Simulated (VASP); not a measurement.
# TaSi2 (I4/mmm) in VASP: single point with PBE

Aim: the single point of TaSi2 with PBE.

All numbers are computed with VASP 6.6.1; they aren't measurements. Logs are shortened: lines on timing, memory, paths and dates and some standing lists are left out, and cuts for length are marked.

### Step 1. The cell of the first run

Symmetry: I4/mmm, No. 139, tetragonal system. Conventional cell: a = 3.274 Å, b = 3.274 Å, c = 7.976 Å, α = 90.00°, β = 90.00°, γ = 90.00°. Si (site symmetry 4mm) has 9 Si at 2.64 to 3.27 Å and 5 Ta at 2.66 to 2.67 Å within 3.5 Å. Within 3.5 Å of Ta (site symmetry 4/mmm) lie 10 Si at 2.66 to 2.67 Å and 4 Ta at 3.27 Å.

### Step 2. Single point, PBE

Input file INCAR:

```
ALGO     = Normal         # electronic algorithm
EDIFF    = 1E-7           # SCF threshold, eV
ENCUT    = 520            # plane-wave cutoff, eV
GGA      = PE             # functional
ISIF     = 2              # what is computed and relaxed
ISMEAR   = 0              # smearing method
LASPH    = T              # aspherical terms in the spheres
LCHARG   = T              # write CHGCAR
LELF     = T              # ELF
LREAL    = F              # projectors in reciprocal space
LVHAR    = T            
LWAVE    = F              # write WAVECAR
NBANDS   = 16             # bands
NELM     = 80             # most SCF steps
PREC     = Accurate       # precision mode
SIGMA    = 0.1            # smearing width, eV
```

Input file KPOINTS:

```
k-points
0
Gamma
  8 8 8
```

Input file POSCAR:

```
TaSi2
1.0
   -1.6369702065      1.6369702065      3.9881639665
    1.6369702065     -1.6369702065      3.9881639665
    1.6369702065      1.6369702065     -3.9881639665
Si Ta
2 1
Direct
    0.3345744057      0.3345744057      0.0000000000
    0.6654255943      0.6654255943      0.0000000000
    0.0000000000      0.0000000000      0.0000000000
```

Potentials or basis: VASP PAW PBE potentials, release 64 (Si, Ta_pv).

Run with:

```sh
$ cat potpaw_PBE.64/Si/POTCAR potpaw_PBE.64/Ta_pv/POTCAR > POTCAR
$ mpirun -np 1 vasp_std > vasp.out
```

OUTCAR:

```text
EDIFF = 1E-7
   ENCUT = 520
   GGA = PE
   ISIF = 2
   ISMEAR = 0
   LASPH = T
   LREAL = F
   NELM = 80
   PREC = Accurate

 ion  position               nearest neighbor table
   1  0.335  0.335  0.000-   2 2.64   3 2.66   3 2.66   3 2.66   3 2.66   3 2.67   2 2.68   2 2.68
                             2 2.68   2 2.68
   2  0.665  0.665  0.000-   1 2.64   3 2.66   3 2.66   3 2.66   3 2.66   3 2.67   1 2.68   1 2.68
                             1 2.68   1 2.68
   3  0.000  0.000  0.000-   2 2.66   2 2.66   2 2.66   1 2.66   2 2.66   1 2.66   1 2.66   1 2.66
                             1 2.67   2 2.67

  LATTYP: Found a body centered tetragonal cell.
 ALAT       =     3.2739404130
 C/A-ratio  =     2.4363082179

  Lattice vectors:

 A1 = (  -1.6369702065,   1.6369702065,   3.9881639665)
 A2 = (   1.6369702065,  -1.6369702065,   3.9881639665)
 A3 = (   1.6369702065,   1.6369702065,  -3.9881639665)

Analysis of symmetry for initial positions (statically):
=====================================================================
 Subroutine PRICEL returns:
 Original cell was already a primitive cell.

 Routine SETGRP: Setting up the symmetry group for a
 body centered tetragonal supercell.

 Subroutine GETGRP returns: Found 16 space group operations
 (whereof 16 operations were pure point group operations)
 out of a pool of 16 trial point group operations.

The static configuration has the point symmetry D_4h.

Analysis of symmetry for dynamics (positions and initial velocities):
=====================================================================
 Subroutine PRICEL returns:
 Original cell was already a primitive cell.

 Routine SETGRP: Setting up the symmetry group for a
 body centered tetragonal supercell.

 Subroutine GETGRP returns: Found 16 space group operations
 (whereof 16 operations were pure point group operations)
 out of a pool of 16 trial point group operations.

The dynamic configuration has the point symmetry D_4h.

 Subroutine INISYM returns: Found 16 space group operations
 (whereof 16 operations are pure point group operations),
 and found     1 'primitive' translations

----------------------------------------------------------------------------------------

                                     Primitive cell

  volume of cell :      42.7479

  direct lattice vectors                    reciprocal lattice vectors
    -1.636970207  1.636970207  3.988163967     0.000000000  0.305442334  0.125370974
     1.636970207 -1.636970207  3.988163967     0.305442334  0.000000000  0.125370974
     1.636970207  1.636970207 -3.988163967     0.305442334  0.305442334  0.000000000

  length of vectors
     4.611376664  4.611376664  4.611376664     0.330171017  0.330171017  0.431960691

  position of ions in fractional coordinates (direct lattice)
     0.334574406  0.334574406  0.000000000
     0.665425594  0.665425594  0.000000000
     0.000000000  0.000000000  0.000000000

  ion indices of the primitive-cell ions
   primitive index   ion index
                 1           1
                 2           2
                 3           3

----------------------------------------------------------------------------------------

 KPOINTS: k-points

Automatic generation of k-mesh.
 Grid dimensions read from file:
 generate k-points for:    8    8    8

 Generating k-lattice:

  Cartesian coordinates                     Fractional coordinates (reciprocal lattice)
     0.000000000  0.038180292  0.015671372     0.125000000  0.000000000  0.000000000
     0.038180292  0.000000000  0.015671372     0.000000000  0.125000000  0.000000000
     0.038180292  0.038180292  0.000000000     0.000000000  0.000000000  0.125000000

  Length of vectors
     0.041271377  0.041271377  0.053995086

  Shift w.r.t. Gamma in fractional coordinates (k-lattice)
     0.000000000  0.000000000  0.000000000

 Subroutine IBZKPT returns following result:
 ===========================================

 Found     59 irreducible k-points:

 Following reciprocal coordinates:
            Coordinates               Weight
  0.000000  0.000000  0.000000      1.000000
  0.125000  0.000000  0.000000      8.000000
  0.250000  0.000000  0.000000      8.000000
  0.375000 -0.000000  0.000000      8.000000
  0.500000  0.000000  0.000000      4.000000
  0.125000  0.125000  0.000000      8.000000
[... 16 lines left out ...]
  0.250000  0.125000  0.125000     16.000000
  0.375000  0.125000  0.125000      8.000000
 [... further k-points ...]
   k-points           NKPTS =     59   k-points in BZ     NKDIM =     59   number of bands    NBANDS=     16
   number of dos      NEDOS =    301   number of ions     NIONS =      3
   total plane-waves  NPLWV =  46656
   dimension x,y,z NGX =    36 NGY =   36 NGZ =   36
   dimension x,y,z NGXF=    72 NGYF=   72 NGZF=   72
   ions per type =               2   1
   NGX,Y,Z   is equivalent  to a cutoff of  12.98, 12.98, 12.98 a.u.
   NGXF,Y,Z  is equivalent  to a cutoff of  25.96, 25.96, 25.96 a.u.
 SYSTEM =  unknown system
   PREC   = accura    normal or accurate (medium, high low for compatibility)
   ISTART =      0    job   : 0-new  1-cont  2-samecut
   ICHARG =      2    charge: 1-file 2-atom 10-const
   ISPIN  =      1    spin polarized calculation?
   LNONCOLLINEAR =      F non collinear calculations
   LSORBIT =      F    spin-orbit coupling
   LASPH  =      T    aspherical Exc in radial PAW
   ENCUT  =  520.0 eV  38.22 Ry    6.18 a.u.   8.57  8.57  8.57*2*pi/ulx,y,z
   NELM   =     80;   NELMIN=  2; NELMDL= -5     # of ELM steps
   EDIFF  = 0.1E-06   stopping-criterion for ELM
   LREAL  =      F    real-space projection
   EDIFFG = 0.1E-05   stopping-criterion for IOM
   NSW    =      0    number of steps for IOM
   IBRION =     -1    ionic relax: 0-MD 1-quasi-New 2-CG
   NFREE  =      0    steps in history (QN), initial steepest desc. (CG)
   ISIF   =      2    stress and relaxation
   ISYM   =      2    0-nonsym 1-usesym 2-fastsym
   POTIM  = 0.5000    time-step for ionic-motion
   TEBEG  =    0.0;   TEEND  =   0.0 temperature during run
   PSTRESS=    0.0 pullay stress
   NELECT =      19.0000    total number of electrons
   NUPDOWN=      -1.0000    fix difference up-down
   EMIN   =  10.00;   EMAX   =-10.00  energy-range for DOS
   EFERMI =   0.00;   METHOD = LEGACY
   ISMEAR =     0;   SIGMA  =   0.10  broadening in eV -4-tet -1-fermi 0-gaus
   EFERMI_NEDOS =   21; number of points for ismear=-14 and -15
   IALGO  =     38    algorithm
   IMIX   =      4    mixing-type and parameters
     AMIX     =   0.40;   BMIX     =  1.00
     AMIX_MAG =   1.60;   BMIX_MAG =  1.00
  volume/ion in A,a.u.               =      14.25        96.16
  Fermi-wavevector in a.u.,A,eV,Ry     =   1.249361  2.360949 21.237364  1.560902
  Thomas-Fermi vector in A             =   2.383405
   LORBIT       =      0    0 simple, 1 ext, 2 COOP (PROOUT), +10 PAW based schemes
   GGA     = PE    functional components
   LHFCALC =     F    Hartree Fock is set to
   AEXX    =    0.0000 exact exchange contribution
   IVDW    =     0    specifies the selected vdW correction
   LEPSILON=     F    determine dielectric tensor
   LRPA    =     F    only Hartree local field effects (RPA)
 non-spin polarized calculation
 Gauss-broadening in eV      SIGMA  =   0.10
  energy-cutoff  :      520.00
  volume of cell :       42.75
 maximum number of plane-waves:      1168
 NGX is ok and might be reduce to    36
   NGX = 17   NGY = 17   NGZ = 17

 number of electron      19.0000001 magnetization

 Free energy of the ion-electron system (eV)
  ---------------------------------------------------
  ext. energy  EPLUGINS =         0.00000000
  ---------------------------------------------------
  free energy    TOTEN  =       -23.80576362 eV

  energy without entropy =      -23.79954030  energy(sigma->0) =      -23.80265196

 E-fermi :   8.8661     XC(G=0): -12.1524

 val. band max:        8.8634799532   @ k =  -0.1250   0.2500   0.1250
 cond. band min:       8.8835905797   @ k =   0.3750   0.1250   0.0000
 fundamental gap:      0.0201106266
 Fermi energy:         8.8660798331

 k-point     1 :       0.0000    0.0000    0.0000
  band No.  band energies     occupation
      1     -24.7759      2.00000
      2     -24.6507      2.00000
      3     -24.6507      2.00000
      4      -3.8856      2.00000
      5       3.3224      2.00000
      6       5.9669      2.00000
[... 8 lines left out ...]
     15      15.0803      0.00000
     16      15.9597      0.00000

 k-point     2 :       0.1250    0.0000    0.0000
  band No.  band energies     occupation
      1     -24.7732      2.00000
      2     -24.6893      2.00000
      3     -24.6472      2.00000
      4      -3.5960      2.00000
      5       3.2891      2.00000
      6       5.4406      2.00000
[... 8 lines left out ...]
     15      15.2221      0.00000
     16      15.9431      0.00000

 k-point     3 :       0.2500    0.0000    0.0000
  band No.  band energies     occupation
      1     -24.7817      2.00000
      2     -24.7659      2.00000
      3     -24.6386      2.00000
      4      -2.7620      2.00000
      5       2.8755      2.00000
      6       4.6774      2.00000
[... 8 lines left out ...]
     15      15.4579      0.00000
     16      16.8205      0.00000

 k-point     4 :       0.3750   -0.0000    0.0000
  band No.  band energies     occupation
      1     -24.8715      2.00000
      2     -24.7594      2.00000
      3     -24.6300      2.00000
      4      -1.4822      2.00000
      5       1.6691      2.00000
      6       4.4872      2.00000
[... 8 lines left out ...]
     15      15.3779      0.00000
     16      16.8722      0.00000
[... 324 lines left out ...]
 k-point    22 :       0.1250    0.1250    0.1250
  band No.  band energies     occupation
      1     -24.7705      2.00000
      2     -24.7601      2.00000
      3     -24.7529      2.00000
      4      -1.9130      2.00000
      5       3.1337      2.00000
      6       4.6452      2.00000
[... 8 lines left out ...]
     15      14.8859      0.00000
     16      15.2895      0.00000

 k-point    23 :       0.2500    0.1250    0.1250
  band No.  band energies     occupation
      1     -24.8529      2.00000
      2     -24.7538      2.00000
      3     -24.7456      2.00000
      4      -0.7818      2.00000
      5       2.0948      2.00000
      6       4.2111      2.00000
[... 8 lines left out ...]
     15      15.7387      0.00000
     16      16.4627      0.00000

 k-point    24 :       0.3750    0.1250    0.1250
  band No.  band energies     occupation
      1     -24.8887      2.00000
      2     -24.7490      2.00000
      3     -24.7428      2.00000
      4       0.3699      2.00000
      5       0.8973      2.00000
      6       4.1323      2.00000
[... 8 lines left out ...]
     15      16.4262      0.00000
     16      16.9954      0.00000

 [... further k-points ...]

------------------------ aborting loop because EDIFF is reached ----------------------------------------

  FORCE on cell =-STRESS in cart. coord.  units (eV):
  Direction    XX          YY          ZZ          XY          YZ          ZX
  --------------------------------------------------------------------------------------
  -------------------------------------------------------------------------------------
  Total        1.3867629      1.3867629      3.6767250      0.0000000      0.0000000      0.0000000
  in kB       51.9754506     51.9754506    137.8025265      0.0000000      0.0000000      0.0000000
  external PRESSURE =      80.5844759 kB  Pullay stress =       0.0000000 kB

 VOLUME and BASIS-vectors are now :
 -----------------------------------------------------------------------------
  energy-cutoff  :      520.00
  volume of cell :       42.75
      direct lattice vectors                 reciprocal lattice vectors
    -1.636970207  1.636970207  3.988163967     0.000000000  0.305442334  0.125370974
     1.636970207 -1.636970207  3.988163967     0.305442334  0.000000000  0.125370974
     1.636970207  1.636970207 -3.988163967     0.305442334  0.305442334  0.000000000

 POSITION                                       TOTAL-FORCE (eV/Angst)
 -----------------------------------------------------------------------------------
      0.00000      0.00000      2.66868        -0.000000     -0.000000     -0.334110
      0.00000      0.00000      5.30765        -0.000000     -0.000000      0.334110
      0.00000      0.00000      0.00000         0.000000      0.000000     -0.000000
 -----------------------------------------------------------------------------------
    total drift:                               -0.000000     -0.000000      0.000000

  FREE ENERGIE OF THE ION-ELECTRON SYSTEM (eV)
  ---------------------------------------------------
  free  energy   TOTEN  =       -23.8057636246 eV

  energy  without entropy=      -23.7995402998  energy(sigma->0) =      -23.80265196
```

Wall time 92 s (1 thread of AMD EPYC 7R43 (Zen 3), shared host); peak memory 0.19 GiB.

Results:

- Free energy: -23.8058 eV
- Pressure: 8.1 GPa
- Largest force: 0.334 eV/Å

Forces on the atoms (eV/Å):
```
Si   0.000  0.000 -0.334
Si   0.000  0.000  0.334
Ta   0.000  0.000  0.000
```

Stress tensor (GPa, compression positive):
```
 5.20  0.00  0.00
 0.00  5.20  0.00
 0.00  0.00 13.78
```

Levels at points of the mesh, in eV from the Fermi level:
| k point | band 5 | band 6 | band 7 | band 8 | band 9 | band 10 | band 11 | band 12 | band 13 | band 14 |
| --- | --- | --- | --- | --- | --- | --- | --- | --- | --- | --- |
| (0.00, 0.00, 0.00) | -5.54 | -2.90 | -1.70 | -1.57 | -1.57 | 2.46 | 3.38 | 3.86 | 3.89 | 3.89 |
| (0.50, 0.00, 0.00) | -8.71 | -4.43 | -3.74 | -1.36 | -1.28 | 1.23 | 3.50 | 4.60 | 4.60 | 5.83 |
| (0.50, 0.50, 0.00) | -5.73 | -4.83 | -4.67 | -3.77 | -1.81 | -0.62 | 3.50 | 4.87 | 5.03 | 5.34 |
| (0.50, 0.50, 0.50) | -9.73 | -2.28 | -1.16 | 0.04 | 0.04 | 1.12 | 1.12 | 2.68 | 5.05 | 5.44 |

Caveat: spin-orbit coupling is left out, which moves the levels of the heavy elements.
